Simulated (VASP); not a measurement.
# GaAs (I-4m2) in VASP: notebook

GaAs is run at these levels: PBE; tasks: single point.

Everything below comes from runs of VASP 6.6.1. Logs are shortened: lines on timing, memory, paths and dates and some standing lists are left out, and cuts for length are marked.

## 1. The cell of the first run

The structure is tetragonal, space group I-4m2 (No. 119). The conventional cell has a = 3.859 Å, b = 3.859 Å, c = 5.889 Å, α = 90.00°, β = 90.00°, γ = 90.00°. Ga (site symmetry -4m2) has 4 As at 2.43 Å within 3.2 Å. As (site symmetry -4m2) has 4 Ga at 2.43 Å within 3.2 Å.

## 2. Single point, PBE (strain -0.050 along x and y, +0.025 along z)

Input file INCAR:

```
PREC = Accurate
ENCUT = 500
EDIFF = 1E-6
ISMEAR = 0
SIGMA = 0.03
LREAL = F
LASPH = T
NELM = 120
ALGO = Normal
ISIF = 2
LWAVE = F
LCHARG = T
GGA = PE
LELF = T
LVHAR = T
NBANDS = 16
GGA_COMPAT = F
```

Input file KPOINTS:

```
Automatic mesh
0
Gamma
  10 10 10
```

Input file POSCAR:

```
GaAs
1.0
    0.0000000000      2.7290576540      2.9445095741
    2.7290576540      0.0000000000      2.9445095741
    2.7290576540      2.7290576540      0.0000000000
Ga As
1 1
Direct
    0.0000000000      0.0000000000      0.0000000000
    0.7500000000      0.7500000000      0.7500000000
```

Potentials or basis: VASP PAW PBE potentials, release 64 (Ga_d, As).

Command:

```
$ cat potpaw_PBE.64/Ga_d/POTCAR potpaw_PBE.64/As/POTCAR > POTCAR
$ mpirun -np 1 vasp_std > vasp.out
```

OUTCAR:

```text
PREC = Accurate
   ENCUT = 500
   EDIFF = 1E-6
   ISMEAR = 0
   LREAL = F
   LASPH = T
   NELM = 120
   ISIF = 2
   GGA = PE

 ion  position               nearest neighbor table
   1  0.000  0.000  0.000-   2 2.43   2 2.43   2 2.43   2 2.43
   2  0.750  0.750  0.750-   1 2.43   1 2.43   1 2.43   1 2.43

  LATTYP: Found a body centered tetragonal cell.
 ALAT       =     3.8594703468
 C/A-ratio  =     1.5258620015

  Lattice vectors:

 A1 = (  -2.7290576540,   0.0000000000,   2.9445095741)
 A2 = (   2.7290576540,   0.0000000000,   2.9445095741)
 A3 = (   0.0000000000,   2.7290576540,  -2.9445095741)

Analysis of symmetry for initial positions (statically):
=====================================================================
 Subroutine PRICEL returns:
 Original cell was already a primitive cell.

 Routine SETGRP: Setting up the symmetry group for a
 body centered tetragonal supercell.

 Subroutine GETGRP returns: Found  8 space group operations
 (whereof  8 operations were pure point group operations)
 out of a pool of 16 trial point group operations.

The static configuration has the point symmetry D_2d.

Analysis of symmetry for dynamics (positions and initial velocities):
=====================================================================
 Subroutine PRICEL returns:
 Original cell was already a primitive cell.

 Routine SETGRP: Setting up the symmetry group for a
 body centered tetragonal supercell.

 Subroutine GETGRP returns: Found  8 space group operations
 (whereof  8 operations were pure point group operations)
 out of a pool of 16 trial point group operations.

The dynamic configuration has the point symmetry D_2d.

 Subroutine INISYM returns: Found  8 space group operations
 (whereof  8 operations are pure point group operations),
 and found     1 'primitive' translations

----------------------------------------------------------------------------------------

                                     Primitive cell

  volume of cell :      43.8600

  direct lattice vectors                    reciprocal lattice vectors
     0.000000000  2.729057654  2.944509574    -0.183213425  0.183213425  0.169807565
     2.729057654  0.000000000  2.944509574     0.183213425 -0.183213425  0.169807565
     2.729057654  2.729057654  0.000000000     0.183213425  0.183213425 -0.169807565

  length of vectors
     4.014709493  4.014709493  3.859470347     0.309788520  0.309788520  0.309788520

[... 74 lines left out ...]
   ISPIN  =      1    spin polarized calculation?
   LNONCOLLINEAR =      F non collinear calculations
   LSORBIT =      F    spin-orbit coupling
   LASPH  =      T    aspherical Exc in radial PAW
   ENCUT  =  500.0 eV  36.75 Ry    6.06 a.u.   7.32  7.32  7.04*2*pi/ulx,y,z
   NELM   =    120;   NELMIN=  2; NELMDL= -5     # of ELM steps
   EDIFF  = 0.1E-05   stopping-criterion for ELM
   LREAL  =      F    real-space projection
   EDIFFG = 0.1E-04   stopping-criterion for IOM
   NSW    =      0    number of steps for IOM
   IBRION =     -1    ionic relax: 0-MD 1-quasi-New 2-CG
   NFREE  =      0    steps in history (QN), initial steepest desc. (CG)
   ISIF   =      2    stress and relaxation
   ISYM   =      2    0-nonsym 1-usesym 2-fastsym
   POTIM  = 0.5000    time-step for ionic-motion
   TEBEG  =    0.0;   TEEND  =   0.0 temperature during run
   PSTRESS=    0.0 pullay stress
   NELECT =      18.0000    total number of electrons
   NUPDOWN=      -1.0000    fix difference up-down
   EMIN   =  10.00;   EMAX   =-10.00  energy-range for DOS
   EFERMI =   0.00;   METHOD = LEGACY
   ISMEAR =     0;   SIGMA  =   0.03  broadening in eV -4-tet -1-fermi 0-gaus
   EFERMI_NEDOS =   21; number of points for ismear=-14 and -15
   IALGO  =     38    algorithm
   IMIX   =      4    mixing-type and parameters
     AMIX     =   0.40;   BMIX     =  1.00
     AMIX_MAG =   1.60;   BMIX_MAG =  1.00
  volume/ion in A,a.u.               =      21.93       147.99
  Fermi-wavevector in a.u.,A,eV,Ry     =   1.216586  2.299014 20.137736  1.480082
  Thomas-Fermi vector in A             =   2.351935
   LORBIT       =      0    0 simple, 1 ext, 2 COOP (PROOUT), +10 PAW based schemes
   GGA     = PE    functional components
   LHFCALC =     F    Hartree Fock is set to
   AEXX    =    0.0000 exact exchange contribution
   IVDW    =     0    specifies the selected vdW correction
   LEPSILON=     F    determine dielectric tensor
   LRPA    =     F    only Hartree local field effects (RPA)
 non-spin polarized calculation
 Gauss-broadening in eV      SIGMA  =   0.03
  energy-cutoff  :      500.00
  volume of cell :       43.86
 maximum number of plane-waves:      1134
 NGX is ok and might be reduce to    30
   NGX = 15   NGY = 15   NGZ = 15

 number of electron      17.9999999 magnetization

 Free energy of the ion-electron system (eV)
  ---------------------------------------------------
  ext. energy  EPLUGINS =         0.00000000
  ---------------------------------------------------
  free energy    TOTEN  =        -8.17806782 eV

  energy without entropy =       -8.17806782  energy(sigma->0) =       -8.17806782

 E-fermi :   4.5781     XC(G=0):  -9.7289

 val. band max:        4.3808926175   @ k =   0.0000   0.0000   0.0000
 cond. band min:       4.9108915970   @ k =   0.0000   0.0000   0.0000
 fundamental gap:      0.5299989796
 Fermi energy:         4.5780822629

 k-point     1 :       0.0000    0.0000    0.0000
  band No.  band energies     occupation
      1     -10.6648      2.00000
      2     -10.6445      2.00000
      3     -10.6445      2.00000
      4     -10.5713      2.00000
      5     -10.5628      2.00000
      6      -8.7151      2.00000
[... 433 lines left out ...]
      3     -10.6062      2.00000
      4     -10.5747      2.00000
      5     -10.5643      2.00000
      6      -7.0343      2.00000
[... 8 lines left out ...]
     15      16.8708      0.00000
     16      16.9020      0.00000

 [... further k-points ...]
[... 5 lines left out ...]
  --------------------------------------------------------------------------------------
  -------------------------------------------------------------------------------------
  Total        2.0564462      2.0564462      0.6367613      0.0000000      0.0000000     -0.0000000
  in kB       75.1206855     75.1206855     23.2604889      0.0000000      0.0000000     -0.0000000
  external PRESSURE =      57.8339533 kB  Pullay stress =       0.0000000 kB

 VOLUME and BASIS-vectors are now :
 -----------------------------------------------------------------------------
  energy-cutoff  :      500.00
  volume of cell :       43.86
      direct lattice vectors                 reciprocal lattice vectors
     0.000000000  2.729057654  2.944509574    -0.183213425  0.183213425  0.169807565
     2.729057654  0.000000000  2.944509574     0.183213425 -0.183213425  0.169807565
     2.729057654  2.729057654  0.000000000     0.183213425  0.183213425 -0.169807565

 POSITION                                       TOTAL-FORCE (eV/Angst)
 -----------------------------------------------------------------------------------
      0.00000      0.00000      0.00000         0.000000      0.000000      0.000000
      4.09359      4.09359      4.41676        -0.000000     -0.000000     -0.000000
 -----------------------------------------------------------------------------------
    total drift:                                0.000000      0.000000     -0.000010

  FREE ENERGIE OF THE ION-ELECTRON SYSTEM (eV)
  ---------------------------------------------------
  free  energy   TOTEN  =        -8.1780678174 eV

  energy  without entropy=       -8.1780678174  energy(sigma->0) =       -8.17806782
```

Run time: 59 s. Hardware: 1 thread of Intel Xeon 6975P-C, shared host; peak memory 0.21 GiB.

Results:

```yaml
Free_energy: -8.1781 eV
Pressure: 5.8 GPa
Band_gap_on_the_k_mesh: 0.53 eV, direct
```

Stress tensor (GPa, compression positive):
```
7.51 0.00 0.00
0.00 7.51 0.00
0.00 0.00 2.33
```

Caveat: the cell differs from its parent crystal (strain -0.050 along x and y, +0.025 along z).

## 3. Single point, PBE (strain -0.050 along x and y, +0.050 along z)

Input file INCAR:

```
PREC = Accurate
ENCUT = 500
EDIFF = 1E-6
ISMEAR = 0
SIGMA = 0.03
LREAL = False
LASPH = True
NELM = 120
ALGO = Normal
ISIF = 2
LWAVE = False
LCHARG = False
GGA = PE
NBANDS = 16
GGA_COMPAT = False
```

KPOINTS is that of step 2.

Input file POSCAR:

```
GaAs
1.0
    0.0000000000      2.7290576540      3.0163268808
    2.7290576540      0.0000000000      3.0163268808
    2.7290576540      2.7290576540      0.0000000000
Ga As
1 1
Direct
    0.0000000000      0.0000000000      0.0000000000
    0.7500000000      0.7500000000      0.7500000000
```

Potentials or basis: VASP PAW PBE potentials, release 64 (Ga_d, As).

Command:

```
$ cat potpaw_PBE.64/Ga_d/POTCAR potpaw_PBE.64/As/POTCAR > POTCAR
$ mpirun -np 1 vasp_std > vasp.out
```

Wall time 53 s (1 thread of Intel Xeon 6975P-C, shared host); peak memory 0.21 GiB.

Results (log left out):

| Item | Value |
| --- | --- |
| Free energy | -8.1827 eV |
| Pressure | 3.8 GPa |
| Band gap on the k mesh | 0.25 eV, direct |

Stress tensor (GPa, compression positive):
```
 6.10  0.00  0.00
 0.00  6.10  0.00
 0.00  0.00 -0.93
```

Levels at points of the mesh, in eV from the valence-band top:
| k point | band 7 | band 8 | band 9 | band 10 | band 11 | band 12 |
| --- | --- | --- | --- | --- | --- | --- |
| (0.00, 0.00, 0.00) | -0.67 | 0.00 | 0.00 | 0.25 | 3.48 | 3.48 |
| (0.50, 0.00, 0.00) | -6.87 | -1.79 | -0.92 | 0.62 | 4.30 | 4.78 |
| (0.50, 0.50, 0.00) | -7.45 | -2.43 | -2.43 | 1.70 | 2.07 | 9.91 |
| (0.50, 0.00, 0.50) | -6.84 | -3.13 | -3.07 | 1.04 | 1.14 | 9.26 |

Caveat: the cell differs from its parent crystal (strain -0.050 along x and y, +0.050 along z).

## 4. Single point, PBE (strain +0.000 along x and y, -0.050 along z)

Input file INCAR:

```
PREC = Accurate ; ENCUT = 500
EDIFF = 1E-6 ; ISMEAR = 0
SIGMA = 0.03 ; LREAL = F
LASPH = T ; NELM = 120
ALGO = Normal ; ISIF = 2
LWAVE = F ; LCHARG = T
GGA = PE ; LELF = T
LVHAR = T ; NBANDS = 16
GGA_COMPAT = F
```

KPOINTS is that of step 3.

Input file POSCAR:

```
GaAs
1.0
    0.0000000000      2.8726922674      2.7290576540
    2.8726922674      0.0000000000      2.7290576540
    2.8726922674      2.8726922674      0.0000000000
Ga As
1 1
Direct
    0.0000000000      0.0000000000      0.0000000000
    0.7500000000      0.7500000000      0.7500000000
```

Potentials or basis: VASP PAW PBE potentials, release 64 (Ga_d, As).

Command:

```
$ cat potpaw_PBE.64/Ga_d/POTCAR potpaw_PBE.64/As/POTCAR > POTCAR
$ mpirun -np 1 vasp_std > vasp.out
```

OUTCAR:

```text
PREC = Accurate
   ENCUT = 500
   EDIFF = 1E-6
   ISMEAR = 0
   LREAL = F
   LASPH = T
   NELM = 120
   ISIF = 2
   GGA = PE

 ion  position               nearest neighbor table
   1  0.000  0.000  0.000-   2 2.45   2 2.45   2 2.45   2 2.45
   2  0.750  0.750  0.750-   1 2.45   1 2.45   1 2.45   1 2.45

  LATTYP: Found a body centered tetragonal cell.
 ALAT       =     4.0626003651
 C/A-ratio  =     1.3435028842

  Lattice vectors:

 A1 = (   0.0000000000,  -2.8726922674,  -2.7290576540)
 A2 = (   0.0000000000,   2.8726922674,  -2.7290576540)
 A3 = (   2.8726922674,   0.0000000000,   2.7290576540)

Analysis of symmetry for initial positions (statically):
=====================================================================
 Subroutine PRICEL returns:
 Original cell was already a primitive cell.

 Routine SETGRP: Setting up the symmetry group for a
 body centered tetragonal supercell.

 Subroutine GETGRP returns: Found  8 space group operations
 (whereof  8 operations were pure point group operations)
 out of a pool of 16 trial point group operations.

The static configuration has the point symmetry D_2d.

Analysis of symmetry for dynamics (positions and initial velocities):
=====================================================================
 Subroutine PRICEL returns:
 Original cell was already a primitive cell.

 Routine SETGRP: Setting up the symmetry group for a
 body centered tetragonal supercell.

 Subroutine GETGRP returns: Found  8 space group operations
 (whereof  8 operations were pure point group operations)
 out of a pool of 16 trial point group operations.

The dynamic configuration has the point symmetry D_2d.

 Subroutine INISYM returns: Found  8 space group operations
 (whereof  8 operations are pure point group operations),
 and found     1 'primitive' translations

[... 111 lines left out ...]
   IALGO  =     38    algorithm
   IMIX   =      4    mixing-type and parameters
     AMIX     =   0.40;   BMIX     =  1.00
     AMIX_MAG =   1.60;   BMIX_MAG =  1.00
  volume/ion in A,a.u.               =      22.52       151.98
  Fermi-wavevector in a.u.,A,eV,Ry     =   1.205846  2.278719 19.783766  1.454066
  Thomas-Fermi vector in A             =   2.341531
   LORBIT       =      0    0 simple, 1 ext, 2 COOP (PROOUT), +10 PAW based schemes
   GGA     = PE    functional components
   LHFCALC =     F    Hartree Fock is set to
   AEXX    =    0.0000 exact exchange contribution
   IVDW    =     0    specifies the selected vdW correction
   LEPSILON=     F    determine dielectric tensor
   LRPA    =     F    only Hartree local field effects (RPA)
 non-spin polarized calculation
 Gauss-broadening in eV      SIGMA  =   0.03
  energy-cutoff  :      500.00
  volume of cell :       45.04
 maximum number of plane-waves:      1169
 NGX is ok and might be reduce to    30
   NGX = 15   NGY = 15   NGZ = 15

 number of electron      17.9999999 magnetization

 Free energy of the ion-electron system (eV)
  ---------------------------------------------------
  ext. energy  EPLUGINS =         0.00000000
  ---------------------------------------------------
  free energy    TOTEN  =        -8.23420469 eV

  energy without entropy =       -8.23420469  energy(sigma->0) =       -8.23420469

 E-fermi :   4.2636     XC(G=0):  -9.6051

 val. band max:        4.1397362371   @ k =   0.0000   0.0000   0.0000
 cond. band min:       4.4846503618   @ k =   0.0000   0.0000   0.0000
 fundamental gap:      0.3449141247
 Fermi energy:         4.2635843830

 k-point     1 :       0.0000    0.0000    0.0000
  band No.  band energies     occupation
      1     -10.8577      2.00000
      2     -10.8577      2.00000
      3     -10.8450      2.00000
      4     -10.7791      2.00000
      5     -10.7700      2.00000
      6      -8.7819      2.00000
[... 433 lines left out ...]
      3     -10.8186      2.00000
      4     -10.8000      2.00000
      5     -10.7579      2.00000
      6      -6.9535      2.00000
[... 8 lines left out ...]
     15      16.0556      0.00000
     16      17.0813      0.00000

 [... further k-points ...]

------------------------ aborting loop because EDIFF is reached ----------------------------------------

  FORCE on cell =-STRESS in cart. coord.  units (eV):
  Direction    XX          YY          ZZ          XY          YZ          ZX
  --------------------------------------------------------------------------------------
  -------------------------------------------------------------------------------------
  Total        0.7701685      0.7701685      1.5306820      0.0000000      0.0000000      0.0000000
  in kB       27.3952605     27.3952605     54.4470862      0.0000000      0.0000000      0.0000000
  external PRESSURE =      36.4125357 kB  Pullay stress =       0.0000000 kB

 VOLUME and BASIS-vectors are now :
 -----------------------------------------------------------------------------
  energy-cutoff  :      500.00
  volume of cell :       45.04
      direct lattice vectors                 reciprocal lattice vectors
     0.000000000  2.872692267  2.729057654    -0.174052754  0.174052754  0.183213425
     2.872692267  0.000000000  2.729057654     0.174052754 -0.174052754  0.183213425
     2.872692267  2.872692267  0.000000000     0.174052754  0.174052754 -0.183213425

 POSITION                                       TOTAL-FORCE (eV/Angst)
 -----------------------------------------------------------------------------------
      0.00000      0.00000      0.00000         0.000000      0.000000      0.000000
      4.30904      4.30904      4.09359        -0.000000     -0.000000      0.000000
 -----------------------------------------------------------------------------------
    total drift:                                0.000000      0.000000     -0.000000

  FREE ENERGIE OF THE ION-ELECTRON SYSTEM (eV)
  ---------------------------------------------------
  free  energy   TOTEN  =        -8.2342046932 eV

  energy  without entropy=       -8.2342046932  energy(sigma->0) =       -8.23420469
```

OSZICAR:

```text
N       E                     dE             d eps       ncg     rms          rms(c)
DAV:   1     0.823104135680E+02    0.82310E+02   -0.88072E+03  3360   0.152E+03
DAV:   2    -0.196858070810E+01   -0.84279E+02   -0.80526E+02  3760   0.304E+02
DAV:   3    -0.830072850184E+01   -0.63321E+01   -0.63133E+01  4040   0.653E+01
DAV:   4    -0.839391108456E+01   -0.93183E-01   -0.93171E-01  4072   0.884E+00
DAV:   5    -0.839520288531E+01   -0.12918E-02   -0.12918E-02  4128   0.917E-01    0.291E+00
DAV:   6    -0.825291945336E+01    0.14228E+00   -0.21283E-01  4960   0.794E+00    0.176E+00
DAV:   7    -0.823293382095E+01    0.19986E-01   -0.63923E-02  4128   0.183E+00    0.562E-01
DAV:   8    -0.823370390524E+01   -0.77008E-03   -0.10228E-02  3952   0.113E+00    0.111E-01
DAV:   9    -0.823409215498E+01   -0.38825E-03   -0.93467E-04  4144   0.353E-01    0.500E-02
DAV:  10    -0.823415590274E+01   -0.63748E-04   -0.70993E-05  4496   0.889E-02    0.272E-02
DAV:  11    -0.823420442203E+01   -0.48519E-04   -0.68236E-05  3760   0.622E-02    0.300E-03
DAV:  12    -0.823420469316E+01   -0.27113E-06   -0.10790E-06  3384   0.152E-02
   1 F= -.82342047E+01 E0= -.82342047E+01  d E =-.671472E-12
```

It took 60 s on 1 thread of Intel Xeon 6975P-C, shared host; peak memory 0.22 GiB.

Results:

```
Free energy            : -8.2342 eV
Pressure               : 3.6 GPa
Band gap on the k mesh : 0.34 eV, direct
```

Caveat: the cell differs from its parent crystal (strain +0.000 along x and y, -0.050 along z). A k mesh can miss the band edges.

## 5. The runs side by side

```tsv
cell	gap on the mesh (eV)	pressure (GPa)
a = 4.015, b = 4.015, c = 3.859 Å, angles 61.3, 61.3, 57.5°, 2 atoms	0.53	5.8
a = 4.068, b = 4.068, c = 3.859 Å, angles 61.7, 61.7, 56.6°, 2 atoms	0.25	3.8
a = 3.962, b = 3.962, c = 4.063 Å, angles 59.2, 59.2, 61.7°, 2 atoms	0.34	3.6
```

Alike in all rows: task single point; level PBE; potentials or basis VASP PAW PBE potentials, release 64 (Ga_d, As); no spin polarisation; k mesh 10 × 10 × 10; cutoff (eV) 500; smearing gaussian 0.03 eV.

Absolute energies hang on the potentials; compare differences alone.
